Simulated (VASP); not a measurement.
# AlN in VASP: notebook, part 2 of 2

VASP 6.6.1.

### Step 3. Single point, PBE (shear xy strain +5.3%)

INCAR

```
PREC     = Accurate       # precision mode
ENCUT    = 520            # plane-wave cutoff, eV
EDIFF    = 1E-6           # SCF threshold, eV
ISMEAR   = 0              # smearing method
SIGMA    = 0.01           # smearing width, eV
LREAL    = False          # projectors in reciprocal space
LASPH    = True           # aspherical terms in the spheres
NELM     = 60             # most SCF steps
ALGO     = Normal         # electronic algorithm
ISIF     = 2              # what is computed and relaxed
LWAVE    = False          # write WAVECAR
LCHARG   = True           # write CHGCAR
GGA      = PE             # functional
LELF     = True           # ELF
LVHAR    = True         
NBANDS   = 11             # bands
```

KPOINTS

```
regular mesh
0
Gamma
  6 6 6
```

POSCAR

```
AlN
1.0
    0.0580084706      2.1848764830      2.1848764830
    2.1848764830      0.0580084706      2.1848764830
    2.2428849536      2.2428849536      0.0000000000
Al N
1 1
Direct
   -0.0034687493     -0.0034687493      0.0034687493
    0.7534687493      0.7534687493      0.7465312507
```

Potentials or basis: VASP PAW PBE potentials, release 64 (Al, N).

Started as:

```sh
$ cat potpaw_PBE.64/Al/POTCAR potpaw_PBE.64/N/POTCAR > POTCAR
$ mpirun -np 1 vasp_std > vasp.out
```

It took 24 s on 1 thread of AMD EPYC 7R13, shared host; peak memory 0.11 GiB.

The run converged. Its results:

```yaml
Free_energy: -14.8050 eV
Pressure: 4.5 GPa
Largest_force: 0.045 eV/Å
Band_gap_on_the_k_mesh: 3.00 eV, indirect (least direct gap 3.89 eV)
```

Forces on the atoms (eV/Å):
```
Al   0.000  0.000 -0.045
N    0.000  0.000  0.045
```

Stress tensor (GPa, compression positive):
```
  4.71 -10.03   0.00
-10.03   4.71   0.00
  0.00   0.00   4.19
```

Levels at points of the mesh, in eV from the valence-band top:
| k point | band 2 | band 3 | band 4 | band 5 | band 6 | band 7 |
| --- | --- | --- | --- | --- | --- | --- |
| (0.00, 0.00, 0.00) | -0.45 | -0.25 | 0.00 | 3.89 | 11.63 | 12.39 |
| (0.50, 0.00, 0.00) | -5.98 | -0.91 | -0.76 | 6.90 | 9.55 | 10.39 |
| (0.50, 0.50, 0.00) | -5.14 | -2.38 | -1.62 | 3.00 | 8.47 | 13.69 |
| (0.00, 0.00, 0.50) | -6.20 | -0.68 | -0.48 | 7.33 | 9.52 | 11.02 |
| (0.50, 0.00, 0.50) | -5.13 | -2.01 | -2.00 | 3.06 | 8.37 | 13.57 |

Caveat: the k points lie up to 0.42 Å⁻¹ apart; the cell differs from its parent crystal (shear xy strain +5.3%). A k mesh can miss the band edges.

### Step 4. Single point, PBE (strain +1.4%)

INCAR

```
ALGO = Normal
EDIFF = 1E-6
ENCUT = 520
GGA = PE
ISIF = 2
ISMEAR = -1
LASPH = True
LCHARG = True
LELF = True
LREAL = False
LVHAR = True
LWAVE = False
NBANDS = 11
NELM = 80
PREC = Accurate
SIGMA = 0.02
```

KPOINTS

```
k-points
0
Gamma
  10 10 10
```

POSCAR

```
AlN
1.0
    0.0000000000      2.2159017290      2.2159017290
    2.2159017290      0.0000000000      2.2159017290
    2.2159017290      2.2159017290      0.0000000000
Al N
1 1
Direct
    0.0000000000      0.0000000000      0.0000000000
    0.7500000000      0.7500000000      0.7500000000
```

Started as:

```sh
$ cat potpaw_PBE.64/Al/POTCAR potpaw_PBE.64/N/POTCAR > POTCAR
$ mpirun -np 1 vasp_std > vasp.out
```

Wall time 25 s (1 thread of AMD EPYC 7R13, shared host); peak memory 0.11 GiB.

The run converged. Its results:

```yaml
Free_energy: -14.8421 eV
Pressure: -3.9 GPa
Band_gap_on_the_k_mesh: 3.29 eV, indirect (least direct gap 3.82 eV)
```

Levels at points of the mesh, in eV from the valence-band top:
| k point | band 1 | band 2 | band 3 | band 4 | band 5 | band 6 | band 7 | band 8 | band 9 |
| --- | --- | --- | --- | --- | --- | --- | --- | --- | --- |
| (0.00, 0.00, 0.00) | -14.73 | 0.00 | 0.00 | 0.00 | 3.82 | 12.14 | 12.14 | 12.14 | 17.34 |
| (0.50, 0.00, 0.00) | -12.81 | -5.67 | -0.47 | -0.47 | 6.99 | 9.57 | 10.87 | 10.87 | 17.42 |
| (0.50, 0.50, 0.00) | -12.22 | -4.77 | -1.73 | -1.73 | 3.29 | 8.35 | 13.38 | 15.20 | 15.20 |

Caveat: the cell differs from its parent crystal (strain +1.4%).

### Step 5. Single point, r2SCAN

POSCAR

```
AlN
1.0
    0.0000000000      2.1848764830      2.1848764830
    2.1848764830      0.0000000000      2.1848764830
    2.1848764830      2.1848764830      0.0000000000
Al N
1 1
Direct
    0.0000000000      0.0000000000      0.0000000000
    0.7500000000      0.7500000000      0.7500000000
```

INCAR.step1

```
SYSTEM = AlN
PREC = Accurate ; ENCUT = 520
ISMEAR = 0 ; SIGMA = 0.01
LREAL = .False. ; LASPH = .True.
NELM = 80 ; NBANDS = 11
GGA = PE ; ALGO = Normal
EDIFF = 1E-4 ; LWAVE = .True.
LCHARG = .False.
```

INCAR.step2

```
SYSTEM = AlN
PREC = Accurate ; ENCUT = 520
EDIFF = 1E-6 ; ISMEAR = 0
SIGMA = 0.01 ; LREAL = .False.
LASPH = .True. ; NELM = 80
ALGO = Normal ; ISIF = 2
LWAVE = .False. ; LCHARG = .True.
METAGGA = R2SCAN ; LMIXTAU = .True.
LELF = .True. ; LVHAR = .True.
NBANDS = 11 ; ISTART = 1
```

KPOINTS

```
regular mesh
0
Gamma
  10 10 10
  0 0 0
```

Potentials or basis: VASP PAW PBE potentials, release 64 (Al, N).

Started as:

```sh
$ cat potpaw_PBE.64/Al/POTCAR potpaw_PBE.64/N/POTCAR > POTCAR
$ cp INCAR.step1 INCAR
$ mpirun -np 1 vasp_std > vasp.out
$ cp INCAR.step2 INCAR
$ mpirun -np 1 vasp_std > vasp.out
```

OUTCAR:

```text
SYSTEM = AlN
   PREC = Accurate
   ENCUT = 520
   EDIFF = 1E-6
   ISMEAR = 0
   LREAL = .False.
   LASPH = .True.
   NELM = 80
   ISIF = 2
   METAGGA = R2SCAN
   ISTART = 1

 ion  position               nearest neighbor table
   1  0.000  0.000  0.000-   2 1.89   2 1.89   2 1.89   2 1.89
   2  0.750  0.750  0.750-   1 1.89   1 1.89   1 1.89   1 1.89

  LATTYP: Found a face centered cubic cell.
 ALAT       =     4.3697529660

  Lattice vectors:

 A1 = (   0.0000000000,   2.1848764830,   2.1848764830)
 A2 = (   2.1848764830,   0.0000000000,   2.1848764830)
 A3 = (   2.1848764830,   2.1848764830,   0.0000000000)

Analysis of symmetry for initial positions (statically):
=====================================================================
 Subroutine PRICEL returns:
 Original cell was already a primitive cell.

 Routine SETGRP: Setting up the symmetry group for a
 face centered cubic supercell.

 Subroutine GETGRP returns: Found 24 space group operations
 (whereof 24 operations were pure point group operations)
 out of a pool of 48 trial point group operations.

[... 171 lines left out ...]
      1     -10.0529      2.00000
      2       5.6818      2.00000
      3       5.6818      2.00000
      4       5.6818      2.00000
      5      10.5629      0.00000
      6      19.1906      0.00000
      7      19.1906      0.00000
      8      19.1906      0.00000
      9      24.2060      0.00000
     10      24.2060      0.00000
     11      25.9160      0.00000
[... 309 lines left out ...]
 k-point    24 :       0.4000    0.3000    0.0000
  band No.  band energies     occupation
      1      -8.0682      2.00000
      2       1.4924      2.00000
      3       3.9637      2.00000
      4       4.2558      2.00000
      5      11.2523      0.00000
      6      16.0939      0.00000
      7      18.9673      0.00000
      8      21.3539      0.00000
      9      21.9248      0.00000
     10      28.1160      0.00000
     11      30.5282      0.00000

 [... further k-points ...]

------------------------ aborting loop because EDIFF is reached ----------------------------------------

  FORCE on cell =-STRESS in cart. coord.  units (eV):
  Direction    XX          YY          ZZ          XY          YZ          ZX
  --------------------------------------------------------------------------------------
  -------------------------------------------------------------------------------------
  Total       -0.0501964     -0.0501964     -0.0501964      0.0000000      0.0000000     -0.0000000
  in kB       -3.8554251     -3.8554251     -3.8554251      0.0000000      0.0000000     -0.0000000
  external PRESSURE =      -3.8554251 kB  Pullay stress =       0.0000000 kB

 VOLUME and BASIS-vectors are now :
 -----------------------------------------------------------------------------
  energy-cutoff  :      520.00
  volume of cell :       20.86
      direct lattice vectors                 reciprocal lattice vectors
     0.000000000  2.184876483  2.184876483    -0.228845888  0.228845888  0.228845888
     2.184876483  0.000000000  2.184876483     0.228845888 -0.228845888  0.228845888
     2.184876483  2.184876483  0.000000000     0.228845888  0.228845888 -0.228845888

 POSITION                                       TOTAL-FORCE (eV/Angst)
 -----------------------------------------------------------------------------------
      0.00000      0.00000      0.00000         0.000000      0.000000      0.000000
      3.27731      3.27731      3.27731        -0.000000     -0.000000     -0.000000
 -----------------------------------------------------------------------------------
    total drift:                                0.000000      0.000000      0.000000

  FREE ENERGIE OF THE ION-ELECTRON SYSTEM (eV)
  ---------------------------------------------------
  free  energy   TOTEN  =       -19.1797247508 eV

  energy  without entropy=      -19.1797247508  energy(sigma->0) =      -19.17972475
```

It took 2.1 min on 1 thread of AMD EPYC 7R13, shared host; peak memory 0.11 GiB.

What came out:

```
Free energy            : -19.1797 eV
Pressure               : -0.4 GPa
Band gap on the k mesh : 3.93 eV, indirect (least direct gap 4.88 eV)
```

Caveat: the PAW data sets were made with another functional, which shifts forces and pressure a little. r2SCAN opens gaps a little over a GGA but as a rule still falls short of measured ones.

### Step 6. The runs side by side

```csv
level,cell,k mesh,smearing,gap on the mesh (eV),pressure (GPa)
PBE,"a = 3.090 Å, angles 60.0°, 2 atoms",10 × 10 × 10,fermi-dirac 0.02 eV,3.32,4.3
PBE,"a = 3.090, b = 3.090, c = 3.172 Å, angles 59.1, 59.1, 58.2°, 2 atoms",6 × 6 × 6,gaussian 0.01 eV,3.00,4.5
PBE,"a = 3.134 Å, angles 60.0°, 2 atoms",10 × 10 × 10,fermi-dirac 0.02 eV,3.29,-3.9
r2SCAN,"a = 3.090 Å, angles 60.0°, 2 atoms",10 × 10 × 10,gaussian 0.01 eV,3.93,-0.4
```

Alike in all rows: task single point; potentials or basis VASP PAW PBE potentials, release 64 (Al, N); no spin polarisation; cutoff (eV) 520.

Caveats: some runs use coarse meshes; the PAW data sets were made with another functional, which shifts forces and pressure a little (some runs).

Absolute energies hang on the potentials; compare differences alone.
